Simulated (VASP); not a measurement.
The system is Ca2Zr2N.

```
CELL_PARAMETERS angstrom
4.02842 0.00000 0.00000
-2.01421 3.48871 0.00000
0.00000 0.00000 6.73920
ATOMIC_POSITIONS crystal
Ca 0.00000 0.00000 0.74651
Ca 0.00000 0.00000 0.25349
Zr 0.33333 0.66667 0.50000
Zr 0.66667 0.33333 0.50000
N 0.00000 0.00000 0.50000
```

```yaml
Program: VASP 6.6.1
Task: relaxation of cell and atoms
Functional: PBE
Potentials_or_basis: VASP PAW PBE potentials, release 64 (Ca_sv, Zr_sv, N)
Cutoff: 600 eV
k_mesh: 6 × 6 × 4
Occupations: gaussian, width 0.1 eV
Spin: no spin polarisation
```

At the start: pressure 69.8 GPa; volume 18.94 Å³/atom.

Task: How do energy, volume and symmetry change on relaxing?

Result: Over 17 steps the energy falls by 2246.7 meV/atom and the volume is 29.51 Å³/atom (+55.8 %); space group P6/mmm (No. 191, to 0.05 Å).

The path:
| step | energy change (eV) | largest force (eV/Å) | pressure (GPa) | volume (Å³) |
| --- | --- | --- | --- | --- |
| 1 | 0.0000 | 19.5161 | 69.75 | 94.71 |
| 2 | -1.6752 | 4.0247 | -7.52 | 253.42 |
| 3 | -4.1363 | 3.7397 | -7.94 | 220.85 |
| 4 | -5.9927 | 3.6029 | -8.05 | 197.15 |
| 5 | -10.0941 | 2.7878 | -3.09 | 140.15 |
| 6 | -10.3554 | 0.5320 | 9.36 | 116.07 |
| 7 | -10.5139 | 1.9559 | 1.77 | 127.20 |
| 8 | -10.5362 | 1.7253 | 3.02 | 124.90 |
| 9 | -10.5381 | 1.6548 | 3.40 | 124.24 |
| 10 | -10.8424 | 1.3765 | 0.51 | 132.88 |
| 11 | -10.9859 | 1.1308 | -2.20 | 143.85 |
| 12 | -11.1723 | 0.3446 | 0.19 | 141.02 |
| 13 | -11.1881 | 0.0421 | 1.25 | 139.95 |
| 14 | -11.2217 | 0.0339 | 0.43 | 144.01 |
| 15 | -11.2316 | 0.0492 | -0.41 | 148.62 |
| 16 | -11.2319 | 0.0451 | -0.29 | 147.95 |
| 17 | -11.2334 | 0.0218 | 0.09 | 147.56 |

Final structure:
```
CELL_PARAMETERS angstrom
4.41668 0.00000 0.00000
-2.20834 3.82495 0.00000
0.00000 0.00000 8.73462
ATOMIC_POSITIONS crystal
Ca 0.00000 0.00000 0.76985
Ca 0.00000 0.00000 0.23015
Zr 0.33333 0.66667 0.50000
Zr 0.66667 0.33333 0.50000
N 0.00000 0.00000 0.50000
```

Caveat: the volume moved by over 15 % at a fixed basis, so the end points are rough.
